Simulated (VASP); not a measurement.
# KF in VASP: settings compared, part 2 of 3

VASP 6.6.1. The steps go on from the part before.

### 3 Single point, PBE-based screened hybrid with 5 % exact exchange

POSCAR reads:

```
KF
1.0
    0.0000000000      2.6718500000      2.6718500000
    2.6718500000      0.0000000000      2.6718500000
    2.6718500000      2.6718500000      0.0000000000
K F
1 1
Direct
    0.0000000000      0.0000000000      0.0000000000
    0.5000000000      0.5000000000      0.5000000000
```

INCAR.step1 reads:

```
ALGO = Normal
EDIFF = 1E-5
ENCUT = 520
GGA = PE
ISIF = 2
ISMEAR = -1
LASPH = True
LREAL = False
LWAVE = True
NBANDS = 15
NELM = 60
PREC = Accurate
SIGMA = 0.05
```

INCAR.step2 reads:

```
AEXX = 0.05
ALGO = Normal
EDIFF = 1E-6
ENCUT = 520
GGA = PE
HFSCREEN = 0.2
ISIF = 2
ISMEAR = -1
ISTART = 1
LASPH = True
LCHARG = True
LELF = True
LHFCALC = True
LREAL = False
LVHAR = True
LWAVE = False
NBANDS = 15
NELM = 60
PREC = Accurate
PRECFOCK = Normal
SIGMA = 0.05
```

KPOINTS reads:

```
k-points
0
Gamma
  5 5 5
```

Potentials or basis: VASP PAW PBE potentials, release 64 (K_sv, F).

Command:

```
$ cat potpaw_PBE.64/K_sv/POTCAR potpaw_PBE.64/F/POTCAR > POTCAR
$ cp INCAR.step1 INCAR
$ mpirun -np 1 vasp_std > vasp.out
$ cp INCAR.step2 INCAR
$ mpirun -np 1 vasp_std > vasp.out
```

OUTCAR:

```text
AEXX = 0.05
   EDIFF = 1E-6
   ENCUT = 520
   GGA = PE
   HFSCREEN = 0.2
   ISIF = 2
   ISMEAR = -1
   ISTART = 1
   LASPH = True
   LHFCALC = True
   LREAL = False
   NELM = 60
   PREC = Accurate
   PRECFOCK = Normal

 ion  position               nearest neighbor table
   1  0.000  0.000  0.000-   2 2.67   2 2.67   2 2.67   2 2.67   2 2.67   2 2.67
   2  0.500  0.500  0.500-   1 2.67   1 2.67   1 2.67   1 2.67   1 2.67   1 2.67

  LATTYP: Found a face centered cubic cell.
 ALAT       =     5.3437000000

  Lattice vectors:

 A1 = (   0.0000000000,   2.6718500000,   2.6718500000)
 A2 = (   2.6718500000,   0.0000000000,   2.6718500000)
 A3 = (   2.6718500000,   2.6718500000,   0.0000000000)

Analysis of symmetry for initial positions (statically):
=====================================================================
 Subroutine PRICEL returns:
 Original cell was already a primitive cell.

 Routine SETGRP: Setting up the symmetry group for a
 face centered cubic supercell.

 Subroutine GETGRP returns: Found 48 space group operations
 (whereof 48 operations were pure point group operations)
 out of a pool of 48 trial point group operations.

The static configuration has the point symmetry O_h .

Analysis of symmetry for dynamics (positions and initial velocities):
=====================================================================
 Subroutine PRICEL returns:
 Original cell was already a primitive cell.

 Routine SETGRP: Setting up the symmetry group for a
 face centered cubic supercell.

 Subroutine GETGRP returns: Found 48 space group operations
 (whereof 48 operations were pure point group operations)
 out of a pool of 48 trial point group operations.

The dynamic configuration has the point symmetry O_h .

 Subroutine INISYM returns: Found 48 space group operations
 (whereof 48 operations are pure point group operations),
 and found     1 'primitive' translations

[... 114 lines left out ...]
   ENCUTFOCK=  -1.0 apply spherical cutoff to Coloumb kernel
   IVDW    =     0    specifies the selected vdW correction
   LEPSILON=     F    determine dielectric tensor
   LRPA    =     F    only Hartree local field effects (RPA)
 non-spin polarized calculation
  energy-cutoff  :      520.00
  volume of cell :       38.15
 maximum number of plane-waves:      1032
  NGX = 24; NGY = 24; NGZ = 24

 number of electron      16.0000002 magnetization

 Free energy of the ion-electron system (eV)
  ---------------------------------------------------
  ext. energy  EPLUGINS =         0.00000000
  ---------------------------------------------------
  free energy    TOTEN  =        -8.62175848 eV

  energy without entropy =       -8.62175848  energy(sigma->0) =       -8.62175848

 E-fermi :  -1.9900     XC(G=0):  -8.1078

 val. band max:       -3.1195989135   @ k =   0.0000   0.0000   0.0000
 cond. band min:       3.4435585463   @ k =   0.0000   0.0000   0.0000
 fundamental gap:      6.5631574598
 Fermi energy:        -1.9900029666

 k-point     1 :       0.0000    0.0000    0.0000
  band No.  band energies     occupation
      1     -29.5645      2.00000
      2     -22.0861      2.00000
      3     -12.5429      2.00000
      4     -12.5429      2.00000
      5     -12.5429      2.00000
      6      -3.1196      2.00000
      7      -3.1196      2.00000
      8      -3.1196      2.00000
      9       3.4436      0.00000
     10       8.0274      0.00000
     11       8.0274      0.00000
     12       8.0274      0.00000
     13       9.7320      0.00000
     14       9.7320      0.00000
[... 149 lines left out ...]
      2     -22.1340      2.00000
      3     -12.9153      2.00000
      4     -12.8534      2.00000
      5     -12.6321      2.00000
      6      -3.5489      2.00000
      7      -3.3688      2.00000
      8      -3.2548      2.00000
      9       6.6528      0.00000
     10       7.2248      0.00000
     11       8.7255      0.00000
     12      10.8692      0.00000
     13      11.0233      0.00000
     14      12.2631      0.00000
     15      13.0788      0.00000

------------------------ aborting loop because EDIFF is reached ----------------------------------------

  FORCE on cell =-STRESS in cart. coord.  units (eV):
  Direction    XX          YY          ZZ          XY          YZ          ZX
  --------------------------------------------------------------------------------------
  -------------------------------------------------------------------------------------
  Total        0.2976728      0.2976728      0.2976728      0.0000000     -0.0000000      0.0000000
  in kB       12.5021156     12.5021156     12.5021156      0.0000000     -0.0000000      0.0000000
  external PRESSURE =      12.5021156 kB  Pullay stress =       0.0000000 kB

 VOLUME and BASIS-vectors are now :
 -----------------------------------------------------------------------------
  energy-cutoff  :      520.00
  volume of cell :       38.15
      direct lattice vectors                 reciprocal lattice vectors
     0.000000000  2.671850000  2.671850000    -0.187136254  0.187136254  0.187136254
     2.671850000  0.000000000  2.671850000     0.187136254 -0.187136254  0.187136254
     2.671850000  2.671850000  0.000000000     0.187136254  0.187136254 -0.187136254

 POSITION                                       TOTAL-FORCE (eV/Angst)
 -----------------------------------------------------------------------------------
      0.00000      0.00000      0.00000         0.000000      0.000000      0.000000
      2.67185      2.67185      2.67185         0.000000      0.000000     -0.000000
 -----------------------------------------------------------------------------------
    total drift:                               -0.000000     -0.000000      0.000000

  FREE ENERGIE OF THE ION-ELECTRON SYSTEM (eV)
  ---------------------------------------------------
  free  energy   TOTEN  =        -8.6217584840 eV

  energy  without entropy=       -8.6217584840  energy(sigma->0) =       -8.62175848
```

OUTCAR.step1:

```text
EDIFF = 1E-5
   ENCUT = 520
   GGA = PE
   ISIF = 2
   ISMEAR = -1
[... 383 lines left out ...]
 -----------------------------------------------------------------------------------
      0.00000      0.00000      0.00000        -0.000000     -0.000000     -0.000000
      2.67185      2.67185      2.67185         0.000000      0.000000      0.000000
 -----------------------------------------------------------------------------------
    total drift:                                0.000000      0.000000      0.000000

  FREE ENERGIE OF THE ION-ELECTRON SYSTEM (eV)
  ---------------------------------------------------
  free  energy   TOTEN  =        -8.2900454885 eV

  energy  without entropy=       -8.2900454884  energy(sigma->0) =       -8.29004549
```

Run time: 7.3 min. Hardware: 1 thread of Intel Xeon Platinum 8488C (Sapphire Rapids), shared host; peak memory 0.27 GiB.

Results:

| Item | Value |
| --- | --- |
| Free energy | -8.6218 eV |
| Pressure | 1.3 GPa |
| Band gap on the k mesh | 6.56 eV |

Caveat: the PAW data sets were made with another functional, which shifts forces and pressure a little.

(Part 2 of 3 ends here.)
